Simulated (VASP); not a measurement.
Si:

```xyz
2
Lattice="0.0000 2.7221 2.7221 2.7221 0.0000 2.7221 2.7221 2.7221 0.0000" Properties=species:S:1:pos:R:3 pbc="T T T"
Si    1.3611    1.3611    1.3611
Si    0.0000    0.0000    0.0000
```

Base run:

| Item | Value |
| --- | --- |
| Program | VASP 6.6.1 |
| Functional | PBE |
| Potentials or basis | VASP PAW PBE potentials, release 64 (Si) |
| Cutoff | 520 eV |
| k mesh | 6 × 6 × 6 |
| Occupations | gaussian, width 0.01 eV |
| Spin | no spin polarisation |

Its results: band gap on the k mesh 0.72 eV, indirect (least direct gap 2.56 eV); pressure 1.3 GPa.

After a change of settings the same cell gave: band gap on the k mesh 0.71 eV, indirect (least direct gap 2.54 eV); pressure 1.8 GPa. Which change was it?
A. functional from PBE to r2SCAN; k mesh from 6 × 6 × 6 to 4 × 4 × 4
B. k mesh from 6 × 6 × 6 to 4 × 4 × 4
C. functional from PBE to HSE06; k mesh from 6 × 6 × 6 to 4 × 4 × 4

B.

Caveats: some runs use coarse meshes.
